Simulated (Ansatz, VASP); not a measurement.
## Two plane-wave programs on MgCd3O

Contents of INCAR:

```
SYSTEM = MgCd3O
  PREC = Accurate
  ENCUT = 600
  EDIFF = 1E-7
  ISMEAR = 0
  SIGMA = 0.1
  LREAL = .FALSE.
  LASPH = .TRUE.
  NELM = 120
  ALGO = Normal
  ISIF = 3
  LWAVE = .FALSE.
  LCHARG = .FALSE.
  GGA = PE
  IBRION = 2
  NSW = 90
  EDIFFG = -0.04
  GGA_COMPAT = .FALSE.
  NELMIN = 4
```

The input KPOINTS:

```
regular mesh
0
G
  4 4 4
  0 0 0
```

File POSCAR:

```
MgCd3O
1.0
    4.6321863100      0.0000000000      0.0000000000
    0.0000000000      4.6321863100      0.0000000000
    0.0000000000      0.0000000000      4.6321863100
Mg Cd O
1 3 1
Direct
    0.5000000000      0.5000000000      0.5000000000
    0.5000000000      0.0000000000      0.5000000000
    0.5000000000      0.5000000000      0.0000000000
    0.0000000000      0.5000000000      0.5000000000
    0.0000000000      0.0000000000      0.0000000000
```

Input for Ansatz:

```yaml
crystal:
  lattice:
    - [4.63218631, 0.0, 0.0]
    - [0.0, 4.63218631, 0.0]
    - [0.0, 0.0, 4.63218631]
  atoms:
    - { symbol: Mg, position: [0.5, 0.5, 0.5] }
    - { symbol: Cd, position: [0.5, 0.0, 0.5] }
    - { symbol: Cd, position: [0.5, 0.5, 0.0] }
    - { symbol: Cd, position: [0.0, 0.5, 0.5] }
    - { symbol: O, position: [0.0, 0.0, 0.0] }
basis:
  ecutwfc: 420
kpoints:
  mp_grid: { grid: [4, 4, 4] }
hamiltonian:
  xc: pbe
scf:
  occupations: { method: gaussian, width: 0.1 }
  lower_state_search: "off"
output:
  forces: true
  stress: true
  eigenvalues: true
relax:
  adjacent_minimum: "off"
  f_tol: 0.04
  max_steps: 70
  cell: { stress_tol: 0.4 }
```

Change from the starting cell: species swapped into the CsHgBr3 type (Pm-3m, No. 221).

Alike in both runs: task relaxation of cell and atoms; functional PBE; k mesh 4 × 4 × 4; occupations gaussian, width 0.1 eV; no spin polarisation.

|  | VASP | Ansatz |
| --- | --- | --- |
| version | VASP 6.6.1 | Ansatz 0.2.0 |
| potentials or method | VASP PAW PBE potentials, release 64 (Mg, Cd, O), cutoff 600 eV | scalar-relativistic, plane waves, PAW |
| valence electrons in the cell | 44 | 76 |

```csv
,VASP,Ansatz,Ansatz less VASP
"gap on the k mesh at the Fermi level, each at its own relaxed structure (eV)",none,none,-
relaxed volume (Å³/atom),30.66,31.07,+0.412
relaxed cell length with the largest relative difference (Å),5.352,5.376,+0.0239
```

A gap of «none» marks a metal or a gap that the smearing closes. VASP's potentials hold 44 valence electrons a cell and Ansatz's 76, so a difference there can come from the potentials and not from the codes.

Noted on VASP's run: the volume moved by over 15 % at a fixed basis, so the end points are rough.
